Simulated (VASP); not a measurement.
A run of VASP 6.6.1:

INCAR

```
ALGO = Normal
DIPOL = 0.5 0.5 0.353
EDIFF = 1E-6
ENCUT = 520
GGA = PE
IDIPOL = 3
ISIF = 2
ISMEAR = 0
LASPH = T
LCHARG = F
LDIPOL = T
LREAL = F
LWAVE = F
NBANDS = 16
NELM = 80
PREC = Accurate
SIGMA = 0.1
```

KPOINTS

```
k-points
0
Gamma
  9 9 1
```

File POSCAR:

```
Al3O
1.0
    2.8571514048      0.0000000000      0.0000000000
   -1.4285757024      2.4743656990      0.0000000000
    0.0000000000      0.0000000000     20.1016425027
Al O
3 1
Direct
    0.6666666667      0.3333333333      0.1989887145
    0.3333333333      0.6666666666      0.3134533097
    0.0000000000      0.0000000000      0.4279074459
    0.0000000000      0.5000000000      0.4729954019
```

Potentials or basis: VASP PAW PBE potentials, release 64 (Al, O).

Command:

```bash
$ cat potpaw_PBE.64/Al/POTCAR potpaw_PBE.64/O/POTCAR > POTCAR
$ mpirun -np 1 vasp_std > vasp.out
```

Hardware: 1 thread of Intel(R) Xeon(R) Platinum 8488C (Sapphire Rapids), on a shared host.

Question: Estimate the wall time of this run.

Answer: It took 90 s on 1 thread of Intel(R) Xeon(R) Platinum 8488C (Sapphire Rapids), with other jobs on the host, peak memory 0.25 GiB. Counts: scf iterations 23, k points 25.
